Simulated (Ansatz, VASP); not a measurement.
Be3Cd2S in VASP and in Ansatz

```
CELL_PARAMETERS angstrom
4.48804 0.00000 0.00000
0.00000 4.48804 0.00000
0.00000 0.00000 5.41536
ATOMIC_POSITIONS crystal
Be 0.00000 0.50000 0.50000
Be 0.50000 0.00000 0.50000
Be 0.00000 0.00000 0.50000
Cd 0.50000 0.50000 0.50000
Cd 0.00000 0.00000 0.00000
S 0.50000 0.50000 0.00000
```

Alike in both runs: functional PBE; k mesh 4 × 4 × 4; occupations gaussian, width 0.1 eV; no spin polarisation.

Ansatz relaxed the structure, and its values are those at the end. VASP's run is a single point on that final structure, the one shown.

|  | VASP | Ansatz |
| --- | --- | --- |
| version | VASP 6.6.1 | Ansatz 0.2.0 |
| potentials or method | VASP PAW PBE potentials, release 64 (Be, Cd, S), cutoff 520 eV | scalar-relativistic, plane waves, PAW |
| valence electrons in the cell | 36 | 52 |

```tsv
	VASP	Ansatz	Ansatz less VASP
gap on the k mesh at the Fermi level (eV)	none	none	-
pressure (GPa)	0.2	0.0	-0.19
```

A gap of «none» marks a metal or a gap that the smearing closes. VASP's potentials hold 36 valence electrons a cell and Ansatz's 52, so a difference there can come from the potentials and not from the codes.
